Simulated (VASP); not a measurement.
A run of VASP 6.6.1:

INCAR

```
ALGO     = Normal         # electronic algorithm
EDIFF    = 1E-7           # SCF threshold, eV
ENCUT    = 520            # plane-wave cutoff, eV
GGA      = PE             # functional
ISIF     = 2              # what is computed and relaxed
ISMEAR   = 0              # smearing method
LASPH    = True           # aspherical terms in the spheres
LCHARG   = False          # write CHGCAR
LREAL    = False          # projectors in reciprocal space
LWAVE    = False          # write WAVECAR
NBANDS   = 24             # bands
NELM     = 60             # most SCF steps
PREC     = Accurate       # precision mode
SIGMA    = 0.1            # smearing width, eV
```

File KPOINTS:

```
k-points
0
Gamma
  4 4 4
```

Contents of POSCAR:

```
SiB4Mo
1.0
    0.0000000000      3.5777863739      3.5777863739
    3.5777863739      0.0000000000      3.5777863739
    3.5777863739      3.5777863739      0.0000000000
Si B Mo
1 4 1
Direct
    0.2500000000      0.2500000000      0.2500000000
    0.8349145817      0.8349145817      0.8349145817
    0.8349145817      0.8349145817      0.4952562550
    0.8349145817      0.4952562550      0.8349145817
    0.4952562550      0.8349145817      0.8349145817
    0.0000000000      0.0000000000      0.0000000000
```

Potentials or basis: VASP PAW PBE potentials, release 64 (Si, B, Mo_sv).

Launch:

```sh
$ cat potpaw_PBE.64/Si/POTCAR potpaw_PBE.64/B/POTCAR potpaw_PBE.64/Mo_sv/POTCAR > POTCAR
$ mpirun -np 1 vasp_std > vasp.out
```

Hardware: 1 thread of Intel(R) Xeon(R) Platinum 8488C (Sapphire Rapids), with other jobs on the host.

Task: Estimate the wall time of this run.

Result: Wall time 24 s on 1 thread of Intel(R) Xeon(R) Platinum 8488C (Sapphire Rapids), with other jobs on the host, peak memory 0.24 GiB. Counts: scf iterations 16, k points 8.
